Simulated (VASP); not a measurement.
Crystal: In3Cu.

```xyz
4
Lattice="4.4828 0.0000 0.0000 0.0000 4.4828 0.0000 0.0000 0.0000 4.4828" Properties=species:S:1:pos:R:3 pbc="T T T"
In    0.0000    2.2414    2.2414
In    2.2414    0.0000    2.2414
In    2.2414    2.2414    0.0000
Cu    0.0000    0.0000    0.0000
```

Program: VASP 6.6.1. Alike in all runs: task single point; no spin polarisation; cell as given; k mesh 5 × 5 × 5; cutoff (eV) 520; smearing gaussian 0.05 eV.

Problem. Order these runs on this cell by their pressure, lowest first.
A. level PBEsol; potentials or basis VASP PAW PBE potentials, release 64 (In_d, Cu)
B. level LDA; potentials or basis VASP PAW LDA potentials, release 64 (In_d, Cu)
C. level revPBE; potentials or basis VASP PAW PBE potentials, release 64 (In_d, Cu)

Solution. B (-4.7 GPa), A (-2.7 GPa), C (2.3 GPa).

Caveats: the PAW data sets were made with another functional, which shifts forces and pressure a little (some runs).
